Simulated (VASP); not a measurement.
The system is Li3B.

```xyz
8
Lattice="5.1788 0.0000 0.0000 0.0000 5.1788 0.0000 0.0000 0.0000 3.8426" Properties=species:S:1:pos:R:3 pbc="T T T"
Li    1.2947    3.8841    0.0000
Li    3.8841    3.8841    0.0000
Li    3.8841    1.2947    0.0000
Li    1.2947    1.2947    0.0000
Li    2.5894    0.0000    1.8982
Li    0.0000    2.5894    1.9443
B     2.5894    0.0000    3.5874
B     0.0000    2.5894    0.2551
```

The cell was built from a structure type or drawn by symmetry, and may not be a known phase.

| Item | Value |
| --- | --- |
| Program | VASP 6.6.1 |
| Task | relaxation of cell and atoms |
| Functional | PBE |
| Potentials or basis | VASP PAW PBE potentials, release 64 (Li_sv, B_h) |
| Cutoff | 910 eV |
| k mesh | 4 × 4 × 4 |
| Occupations | gaussian, width 0.1 eV |
| Spin | no spin polarisation |

At the start: pressure 25.3 GPa; volume 12.88 Å³/atom.

Problem. Where does the relaxation end?

Solution. Over 16 steps the energy falls by 543.4 meV/atom and the volume is 21.92 Å³/atom (+70.2 %); space group P4/nmm (No. 129, to 0.1 Å) before and after.

The path:
| step | energy change (eV) | largest force (eV/Å) | pressure (GPa) | volume (Å³) |
| --- | --- | --- | --- | --- |
| 1 | 0.0000 | 3.3926 | 25.26 | 103.06 |
| 2 | -3.4941 | 0.7427 | 7.38 | 136.42 |
| 3 | -3.7445 | 1.1865 | 4.90 | 147.00 |
| 4 | -3.7356 | 1.7392 | 1.75 | 169.79 |
| 5 | -3.7954 | 1.5901 | 2.64 | 161.58 |
| 6 | -4.1722 | 0.7281 | 0.15 | 175.59 |
| 7 | -4.2224 | 0.3893 | -0.84 | 183.84 |
| 8 | -4.2753 | 0.2808 | -0.56 | 180.09 |
| 9 | -4.3135 | 0.1882 | 0.02 | 173.91 |
| 10 | -4.3192 | 0.1348 | 0.06 | 173.67 |
| 11 | -4.3248 | 0.1874 | 0.17 | 173.01 |
| 12 | -4.3288 | 0.1637 | 0.12 | 173.41 |
| 13 | -4.3372 | 0.0967 | 0.00 | 174.62 |
| 14 | -4.3382 | 0.0664 | -0.24 | 177.04 |
| 15 | -4.3404 | 0.0448 | -0.13 | 175.94 |
| 16 | -4.3474 | 0.0358 | -0.08 | 175.39 |

Final structure:
```yaml
crystal:
  lattice:
    - [6.30912, 0.00000, 0.00000]
    - [0.00000, 6.30912, 0.00000]
    - [0.00000, 0.00000, 4.40620]
  atoms:
    - { symbol: Li, position: [0.25000, 0.75000, 0.00000] }
    - { symbol: Li, position: [0.75000, 0.75000, 0.00000] }
    - { symbol: Li, position: [0.75000, 0.25000, 0.00000] }
    - { symbol: Li, position: [0.25000, 0.25000, 0.00000] }
    - { symbol: Li, position: [0.50000, 0.00000, 0.49255] }
    - { symbol: Li, position: [0.00000, 0.50000, 0.50745] }
    - { symbol: B, position: [0.50000, 0.00000, 0.99163] }
    - { symbol: B, position: [0.00000, 0.50000, 0.00837] }
```

Caveat: the k points lie up to 0.36 Å⁻¹ apart in the final cell; the volume moved by over 15 % at a fixed basis, so the end points are rough.
